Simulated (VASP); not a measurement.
# HgTe (Fm-3m) in VASP: notebook

HgTe is run at these levels: PBE+D3(BJ), r2SCAN+rVV10; tasks: single point, relaxation of cell and atoms.

Everything below comes from runs of VASP 6.6.1. Logs are shortened: lines on timing, memory, paths and dates and some standing lists are left out, and cuts for length are marked.

### 1 The cell of the first run

Symmetry: Fm-3m, No. 225, cubic system. The conventional cell has a = 6.034 Å, b = 6.034 Å, c = 6.034 Å, α = 90.00°, β = 90.00°, γ = 90.00°. Hg (site symmetry m-3m) has 6 Te at 3.02 Å within 4.0 Å. Within 4.0 Å of Te (site symmetry m-3m) lie 6 Hg at 3.02 Å.

### 2 Single point, PBE+D3(BJ)

INCAR

```
SYSTEM = HgTe
PREC = Accurate
ENCUT = 520
EDIFF = 1E-6
ISMEAR = -1
SIGMA = 0.02
LREAL = .FALSE.
LASPH = .TRUE.
NELM = 100
ALGO = Normal
ISIF = 2
LWAVE = .FALSE.
LCHARG = .FALSE.
GGA = PE
IVDW = 12
NBANDS = 16
```

KPOINTS

```
Automatic mesh
0
G
  6 6 6
  0 0 0
```

POSCAR

```
HgTe
1.0
    0.0000000000      3.0171228289      3.0171228289
    3.0171228289      0.0000000000      3.0171228289
    3.0171228289      3.0171228289      0.0000000000
Hg Te
1 1
Direct
    0.0000000000      0.0000000000      0.0000000000
    0.5000000000      0.5000000000      0.5000000000
```

Potentials or basis: VASP PAW PBE potentials, release 64 (Hg, Te).

On the command line:

```console
$ cat potpaw_PBE.64/Hg/POTCAR potpaw_PBE.64/Te/POTCAR > POTCAR
$ mpirun -np 1 vasp_std > vasp.out
```

OUTCAR:

```text
SYSTEM = HgTe
   PREC = Accurate
   ENCUT = 520
   EDIFF = 1E-6
   ISMEAR = -1
   LREAL = .FALSE.
   LASPH = .TRUE.
   NELM = 100
   ISIF = 2
   GGA = PE
   IVDW = 12
 IVDW          = 12

 ion  position               nearest neighbor table
   1  0.000  0.000  0.000-   2 3.02   2 3.02   2 3.02   2 3.02   2 3.02   2 3.02
   2  0.500  0.500  0.500-   1 3.02   1 3.02   1 3.02   1 3.02   1 3.02   1 3.02

  LATTYP: Found a face centered cubic cell.
 ALAT       =     6.0342456578

  Lattice vectors:

 A1 = (   0.0000000000,   3.0171228289,   3.0171228289)
 A2 = (   3.0171228289,   0.0000000000,   3.0171228289)
 A3 = (   3.0171228289,   3.0171228289,   0.0000000000)

Analysis of symmetry for initial positions (statically):
=====================================================================
 Subroutine PRICEL returns:
 Original cell was already a primitive cell.

 Routine SETGRP: Setting up the symmetry group for a
 face centered cubic supercell.

 Subroutine GETGRP returns: Found 48 space group operations
 (whereof 48 operations were pure point group operations)
 out of a pool of 48 trial point group operations.

The static configuration has the point symmetry O_h .

Analysis of symmetry for dynamics (positions and initial velocities):
=====================================================================
 Subroutine PRICEL returns:
 Original cell was already a primitive cell.

 Routine SETGRP: Setting up the symmetry group for a
 face centered cubic supercell.

 Subroutine GETGRP returns: Found 48 space group operations
 (whereof 48 operations were pure point group operations)
 out of a pool of 48 trial point group operations.

The dynamic configuration has the point symmetry O_h .

 Subroutine INISYM returns: Found 48 space group operations
 (whereof 48 operations are pure point group operations),
 and found     1 'primitive' translations

----------------------------------------------------------------------------------------

                                     Primitive cell

  volume of cell :      54.9299

  direct lattice vectors                    reciprocal lattice vectors
     0.000000000  3.017122829  3.017122829    -0.165720797  0.165720797  0.165720797
     3.017122829  0.000000000  3.017122829     0.165720797 -0.165720797  0.165720797
     3.017122829  3.017122829  0.000000000     0.165720797  0.165720797 -0.165720797

  length of vectors
     4.266856024  4.266856024  4.266856024     0.287036840  0.287036840  0.287036840

  position of ions in fractional coordinates (direct lattice)
     0.000000000  0.000000000  0.000000000
     0.500000000  0.500000000  0.500000000

  ion indices of the primitive-cell ions
   primitive index   ion index
                 1           1
                 2           2

----------------------------------------------------------------------------------------

 KPOINTS: Automatic mesh

Automatic generation of k-mesh.
 Grid dimensions read from file:
 generate k-points for:    6    6    6

 Generating k-lattice:

  Cartesian coordinates                     Fractional coordinates (reciprocal lattice)
    -0.027620133  0.027620133  0.027620133     0.166666667  0.000000000  0.000000000
     0.027620133 -0.027620133  0.027620133     0.000000000  0.166666667  0.000000000
     0.027620133  0.027620133 -0.027620133     0.000000000  0.000000000  0.166666667

  Length of vectors
     0.047839473  0.047839473  0.047839473

  Shift w.r.t. Gamma in fractional coordinates (k-lattice)
     0.000000000  0.000000000  0.000000000

 Subroutine IBZKPT returns following result:
 ===========================================

 Found     16 irreducible k-points:

 Following reciprocal coordinates:
            Coordinates               Weight
  0.000000  0.000000  0.000000      1.000000
  0.166667  0.000000  0.000000      8.000000
  0.333333  0.000000  0.000000      8.000000
  0.500000  0.000000  0.000000      4.000000
  0.166667  0.166667  0.000000      6.000000
  0.333333  0.166667  0.000000     24.000000
[... 8 lines left out ...]
 -0.333333  0.333333  0.166667     24.000000
 -0.333333  0.500000  0.166667     12.000000
   k-points           NKPTS =     16   k-points in BZ     NKDIM =     16   number of bands    NBANDS=     16
   number of dos      NEDOS =    301   number of ions     NIONS =      2
   total plane-waves  NPLWV =  32768
   dimension x,y,z NGX =    32 NGY =   32 NGZ =   32
   dimension x,y,z NGXF=    64 NGYF=   64 NGZF=   64
   ions per type =               1   1
   NGX,Y,Z   is equivalent  to a cutoff of  12.47, 12.47, 12.47 a.u.
   NGXF,Y,Z  is equivalent  to a cutoff of  24.94, 24.94, 24.94 a.u.
 SYSTEM =  HgTe
   PREC   = accura    normal or accurate (medium, high low for compatibility)
   ISTART =      0    job   : 0-new  1-cont  2-samecut
   ICHARG =      2    charge: 1-file 2-atom 10-const
   ISPIN  =      1    spin polarized calculation?
   LNONCOLLINEAR =      F non collinear calculations
   LSORBIT =      F    spin-orbit coupling
   LASPH  =      T    aspherical Exc in radial PAW
   ENCUT  =  520.0 eV  38.22 Ry    6.18 a.u.   7.93  7.93  7.93*2*pi/ulx,y,z
   NELM   =    100;   NELMIN=  2; NELMDL= -5     # of ELM steps
   EDIFF  = 0.1E-05   stopping-criterion for ELM
   LREAL  =      F    real-space projection
   EDIFFG = 0.1E-04   stopping-criterion for IOM
   NSW    =      0    number of steps for IOM
   IBRION =     -1    ionic relax: 0-MD 1-quasi-New 2-CG
   NFREE  =      0    steps in history (QN), initial steepest desc. (CG)
   ISIF   =      2    stress and relaxation
   ISYM   =      2    0-nonsym 1-usesym 2-fastsym
   POTIM  = 0.5000    time-step for ionic-motion
   TEBEG  =    0.0;   TEEND  =   0.0 temperature during run
   PSTRESS=    0.0 pullay stress
   NELECT =      18.0000    total number of electrons
   NUPDOWN=      -1.0000    fix difference up-down
   EMIN   =  10.00;   EMAX   =-10.00  energy-range for DOS
   EFERMI =   0.00;   METHOD = LEGACY
   ISMEAR =    -1;   SIGMA  =   0.02  broadening in eV -4-tet -1-fermi 0-gaus
   EFERMI_NEDOS =   21; number of points for ismear=-14 and -15
   IALGO  =     38    algorithm
   IMIX   =      4    mixing-type and parameters
     AMIX     =   0.40;   BMIX     =  1.00
     AMIX_MAG =   1.60;   BMIX_MAG =  1.00
  volume/ion in A,a.u.               =      27.46       185.34
  Fermi-wavevector in a.u.,A,eV,Ry     =   1.128659  2.132856 17.332063  1.273871
  Thomas-Fermi vector in A             =   2.265350
   LORBIT       =      0    0 simple, 1 ext, 2 COOP (PROOUT), +10 PAW based schemes
   GGA     = PE    functional components
   LHFCALC =     F    Hartree Fock is set to
   AEXX    =    0.0000 exact exchange contribution
   IVDW    =    12    specifies the selected vdW correction
   LEPSILON=     F    determine dielectric tensor
   LRPA    =     F    only Hartree local field effects (RPA)
 non-spin polarized calculation
  energy-cutoff  :      520.00
  volume of cell :       54.93
 maximum number of plane-waves:      1492
   NGX = 15   NGY = 15   NGZ = 15

 number of electron      18.0000002 magnetization

 Free energy of the ion-electron system (eV)
  ---------------------------------------------------
  ext. energy  EPLUGINS =         0.00000000
  ---------------------------------------------------
  free energy    TOTEN  =        -3.35619657 eV

  energy without entropy =       -3.35297611  energy(sigma->0) =       -3.35458634

 E-fermi :   4.8692     XC(G=0): -10.0297

 val. band max:        4.7441257872   @ k =   0.3333   0.0000   0.0000
 cond. band min:       4.8763863458   @ k =  -0.3333   0.1667   0.0000
 fundamental gap:      0.1322605586
 Fermi energy:         4.8691617371

 k-point     1 :       0.0000    0.0000    0.0000
  band No.  band energies     occupation
      1      -7.5097      2.00000
      2      -2.0563      2.00000
      3      -2.0563      2.00000
      4      -1.9946      2.00000
      5      -1.9946      2.00000
      6      -1.9946      2.00000
[... 8 lines left out ...]
     15      12.6192      0.00000
     16      12.6192      0.00000

 k-point     2 :       0.1667    0.0000    0.0000
  band No.  band energies     occupation
      1      -7.2592      2.00000
      2      -2.1525      2.00000
      3      -2.1525      2.00000
      4      -2.0343      2.00000
      5      -1.9540      2.00000
      6      -1.9540      2.00000
[... 8 lines left out ...]
     15      13.0903      0.00000
     16      13.0903      0.00000

 k-point     3 :       0.3333    0.0000    0.0000
  band No.  band energies     occupation
      1      -6.6286      2.00000
      2      -2.3407      2.00000
      3      -2.3407      2.00000
      4      -2.2465      2.00000
      5      -1.8603      2.00000
      6      -1.8603      2.00000
[... 8 lines left out ...]
     15      14.3883      0.00000
     16      14.3883      0.00000

 k-point     4 :       0.5000    0.0000    0.0000
  band No.  band energies     occupation
      1      -6.1914      2.00000
      2      -2.5633      2.00000
      3      -2.4292      2.00000
      4      -2.4292      2.00000
      5      -1.8117      2.00000
      6      -1.8117      2.00000
[... 8 lines left out ...]
     15      15.7397      0.00000
     16      15.7397      0.00000

 k-point     5 :       0.1667    0.1667    0.0000
  band No.  band energies     occupation
      1      -7.1941      2.00000
      2      -2.2722      2.00000
      3      -2.0327      2.00000
      4      -2.0301      2.00000
      5      -1.9536      2.00000
      6      -1.9536      2.00000
[... 8 lines left out ...]
     15      14.6625      0.00000
     16      14.6625      0.00000

 k-point     6 :       0.3333    0.1667    0.0000
  band No.  band energies     occupation
      1      -6.7427      2.00000
      2      -2.3824      2.00000
      3      -2.1457      2.00000
      4      -2.0877      2.00000
      5      -1.8904      2.00000
      6      -1.8497      2.00000
[... 8 lines left out ...]
     15      15.0093      0.00000
     16      15.4295      0.00000

 k-point     7 :       0.5000    0.1667    0.0000
  band No.  band energies     occupation
      1      -6.2580      2.00000
      2      -2.3519      2.00000
      3      -2.3240      2.00000
      4      -2.2302      2.00000
      5      -1.8094      2.00000
      6      -1.7966      2.00000
[... 8 lines left out ...]
     15      15.9478      0.00000
     16      16.4149      0.00000

 k-point     8 :      -0.3333    0.1667    0.0000
  band No.  band energies     occupation
      1      -6.3569      2.00000
      2      -2.4397      2.00000
      3      -2.3916      2.00000
      4      -2.1129      2.00000
      5      -1.8437      2.00000
      6      -1.7884      2.00000
[... 8 lines left out ...]
     15      14.2525      0.00000
     16      16.1385      0.00000

 k-point     9 :      -0.1667    0.1667    0.0000
  band No.  band energies     occupation
      1      -6.8978      2.00000
      2      -2.3086      2.00000
      3      -2.2668      2.00000
      4      -2.0496      2.00000
      5      -1.9235      2.00000
      6      -1.8658      2.00000
[... 8 lines left out ...]
     15      13.9914      0.00000
     16      15.1493      0.00000

 k-point    10 :       0.3333    0.3333    0.0000
  band No.  band energies     occupation
      1      -6.6125      2.00000
      2      -2.1628      2.00000
      3      -2.1083      2.00000
      4      -1.9773      2.00000
      5      -1.8250      2.00000
      6      -1.8250      2.00000
[... 8 lines left out ...]
     15      16.5064      0.00000
     16      17.2763      0.00000

 k-point    11 :       0.5000    0.3333    0.0000
  band No.  band energies     occupation
      1      -6.3657      2.00000
      2      -2.1278      2.00000
      3      -2.0841      2.00000
      4      -1.8938      2.00000
      5      -1.7601      2.00000
      6      -1.5501      2.00000
[... 8 lines left out ...]
     15      16.5380      0.00000
     16      17.6185      0.00000

 k-point    12 :      -0.3333    0.3333    0.0000
  band No.  band energies     occupation
      1      -6.2243      2.00000
      2      -2.2795      2.00000
      3      -2.2314      2.00000
      4      -1.9658      2.00000
      5      -1.7909      2.00000
      6      -1.5895      2.00000
[... 8 lines left out ...]
     15      14.6798      0.00000
     16      17.0841      0.00000

 k-point    13 :       0.5000    0.5000    0.0000
  band No.  band energies     occupation
      1      -6.4101      2.00000
      2      -2.1458      2.00000
      3      -1.9505      2.00000
      4      -1.7298      2.00000
      5      -1.7298      2.00000
      6      -1.0912      2.00000
[... 8 lines left out ...]
     15      17.7283      0.00000
     16      17.7283      0.00000

 k-point    14 :       0.5000    0.3333    0.1667
  band No.  band energies     occupation
      1      -6.4066      2.00000
      2      -2.2651      2.00000
      3      -2.2318      2.00000
      4      -2.0779      2.00000
      5      -1.8186      2.00000
      6      -1.7393      2.00000
[... 8 lines left out ...]
     15      16.2838      0.00000
     16      16.4579      0.00000

 k-point    15 :      -0.3333    0.3333    0.1667
  band No.  band energies     occupation
      1      -6.2243      2.00000
      2      -2.3418      2.00000
      3      -2.1012      2.00000
      4      -2.0430      2.00000
      5      -1.7712      2.00000
      6      -1.5706      2.00000
[... 8 lines left out ...]
     15      14.8099      0.00000
     16      17.2244      0.00000

 k-point    16 :      -0.3333    0.5000    0.1667
  band No.  band energies     occupation
      1      -6.2815      2.00000
      2      -2.1928      2.00000
      3      -2.0941      2.00000
      4      -1.9045      2.00000
      5      -1.7298      2.00000
      6      -1.2111      2.00000
[... 8 lines left out ...]
     15      16.3030      0.00000
     16      17.7051      0.00000

------------------------ aborting loop because EDIFF is reached ----------------------------------------

 Edisp (eV)   -0.91427

 E8    (eV) :    -0.4195

  FORCE on cell =-STRESS in cart. coord.  units (eV):
  Direction    XX          YY          ZZ          XY          YZ          ZX
  --------------------------------------------------------------------------------------
  -------------------------------------------------------------------------------------
  Total       0.04730     0.04730     0.04730     0.00000     0.00000    -0.00000
  in kB       1.37974     1.37974     1.37974     0.00000     0.00000    -0.00000
  external pressure =        1.38 kB  Pullay stress =        0.00 kB

 VOLUME and BASIS-vectors are now :
 -----------------------------------------------------------------------------
  energy-cutoff  :      520.00
  volume of cell :       54.93
      direct lattice vectors                 reciprocal lattice vectors
     0.000000000  3.017122829  3.017122829    -0.165720797  0.165720797  0.165720797
     3.017122829  0.000000000  3.017122829     0.165720797 -0.165720797  0.165720797
     3.017122829  3.017122829  0.000000000     0.165720797  0.165720797 -0.165720797

 POSITION                                       TOTAL-FORCE (eV/Angst)
 -----------------------------------------------------------------------------------
      0.00000      0.00000      0.00000        -0.000000      0.000000     -0.000000
      3.01712      3.01712      3.01712         0.000000      0.000000      0.000000
 -----------------------------------------------------------------------------------
    total drift:                                0.000000     -0.000000     -0.000000

  FREE ENERGIE OF THE ION-ELECTRON SYSTEM (eV)
  ---------------------------------------------------
  free  energy   TOTEN  =        -4.2704650352 eV

  energy  without entropy=       -4.2672445788  energy(sigma->0) =       -4.26885481
```

Run time: 10 s. Hardware: 1 thread of Intel Xeon Platinum 8259CL at 2.50GHz (Skylake/Cascade Lake), shared host; peak memory 0.19 GiB.

What came out:

```yaml
Free_energy: -4.2705 eV
Pressure: 0.1 GPa
Band_gap_on_the_k_mesh: zero (band 9 reaches 5.06 eV, above the bottom of band 10 at 2.36 eV)
Dispersion_energy_per_atom: -0.457 eV
```

Caveat: spin-orbit coupling is left out, which moves the levels of the heavy elements; pairwise dispersion overbinds metals, which lowers pressure and volume.

(Part 1 of 2 ends here.)
